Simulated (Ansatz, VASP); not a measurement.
# Two plane-wave programs on MgO

File POSCAR:

```
MgO
1.0
    2.6748004087      0.0000000000      0.0000000000
    0.0000000000      2.6748004087      0.0000000000
    0.0000000000      0.0000000000      2.6748004087
Mg O
1 1
Direct
    0.0000000000      0.0000000000      0.0000000000
    0.5000000000      0.5000000000      0.5000000000
```

The input INCAR.step1:

```
SYSTEM = MgO
PREC = Accurate
ENCUT = 920
ISMEAR = 0
SIGMA = 0.01
LREAL = .False.
LASPH = .True.
NELM = 120
NBANDS = 15
GGA = PE
ALGO = Normal
EDIFF = 1E-5
LWAVE = .True.
LCHARG = .False.
GGA_COMPAT = .False.
```

INCAR.step2

```
SYSTEM = MgO
PREC = Accurate
ENCUT = 920
EDIFF = 1E-6
ISMEAR = 0
SIGMA = 0.01
LREAL = .False.
LASPH = .True.
NELM = 120
ALGO = Normal
ISIF = 2
LWAVE = .False.
LCHARG = .False.
METAGGA = R2SCAN
LMIXTAU = .True.
NBANDS = 15
ISTART = 1
GGA_COMPAT = .False.
```

File KPOINTS:

```
regular mesh
0
Gamma
  8 8 8
  0 0 0
```

Input for Ansatz:

```yaml
crystal:
  lattice:
    - [2.6748004087, 0.0, 0.0]
    - [0.0, 2.6748004087, 0.0]
    - [0.0, 0.0, 2.6748004087]
  atoms:
    - { symbol: Mg, position: [0.0, 0.0, 0.0] }
    - { symbol: O, position: [0.5, 0.5, 0.5] }
kpoints:
  mp_grid: { grid: [8, 8, 8] }
hamiltonian:
  xc: r2scan
scf:
  occupations: { method: fixed }
  n_extra_bands: 4
output:
  forces: true
  stress: true
  eigenvalues: true
```

Alike in both runs: task single point; functional r2SCAN; k mesh 8 × 8 × 8; no spin polarisation.

|  | VASP | Ansatz |
| --- | --- | --- |
| version | VASP 6.6.1 | Ansatz 0.2.0 |
| potentials or method | VASP PAW PBE potentials, release 64 (Mg_sv, O) | plane waves, PAW |
| plane-wave cutoff (eV) | 920 | 500 |
| occupations | gaussian, width 0.01 eV | fixed |
| valence electrons in the cell | 16 | 16 |

|  | VASP | Ansatz | Ansatz less VASP |
| --- | --- | --- | --- |
| gap on the k mesh at the Fermi level (eV) | 2.98 | 2.95 | -0.034 |
| pressure (GPa) | -8.0 | -8.2 | -0.18 |

VASP's potentials were made for PBE, not for r2SCAN.
